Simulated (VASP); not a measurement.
Write the native input for VASP 6.6.1 that does the following.

```
Task                   : single point
Functional             : LDA
Potentials or basis    : VASP PAW LDA potentials, release 64 (Al, Ru_pv)
Cutoff                 : 520 eV
k mesh                 : 20 × 20 × 20
Occupations            : gaussian, width 0.15 eV
Spin                   : collinear spin, ferromagnetic start
Starting moments       : [0.0, 0.0, 1.5] μB
Fixed moment           : 1.5 μB
Dipole correction      : no
Further INCAR settings : ALGO = Normal; EDIFF = 1e-06; NBANDS = 21
```

The structure of Al2Ru lies in POSCAR:

```
Al2Ru
1.0
   -1.5494602062      1.5494602062      4.1753146703
    1.5494602062     -1.5494602062      4.1753146703
    1.5494602062      1.5494602062     -4.1753146703
Al Ru
2 1
Direct
    0.6590860915      0.6590860915      0.0000000000
    0.3409139085      0.3409139085      0.0000000000
    0.0000000000      0.0000000000      0.0000000000
```

One way to write it, as run:

INCAR

```
ALGO = Normal ; EDIFF = 1E-6
ENCUT = 520 ; ISIF = 2
ISMEAR = 0 ; ISPIN = 2
KPAR = 4 ; LASPH = T
LCHARG = F ; LMAXMIX = 4
LORBIT = 11 ; LREAL = F
LWAVE = F ; MAGMOM = 0 0 1.5
NBANDS = 21 ; NELM = 150
NUPDOWN = 1.5 ; PREC = Accurate
SIGMA = 0.15
```

KPOINTS

```
k-points
0
Gamma
  20 20 20
```

Potentials or basis: VASP PAW LDA potentials, release 64 (Al, Ru_pv).

Command:

```bash
$ cat potpaw_LDA.64/Al/POTCAR potpaw_LDA.64/Ru_pv/POTCAR > POTCAR
$ mpirun -np 4 vasp_std > vasp.out
```

It gave:

```
Pressure                                              : 7.1 GPa
Largest force                                         : 0.177 eV/Å
Net moment                                            : 1.50 μB per cell
Site moments                                          : Al +0.07; Ru +0.95 μB
Valence electrons inside the program's atomic spheres : Al 0.85; Ru 12.87
```

Caveat: the stress differs along the axes, from 3 to 9 GPa; the total moment is fixed, so each spin has its own Fermi level and the state may be an excited one.

Run time: 6.7 min on 4 MPI ranks on Oxide Virtual Turin-like Processor, on a shared host, peak memory 0.78 GiB a rank.
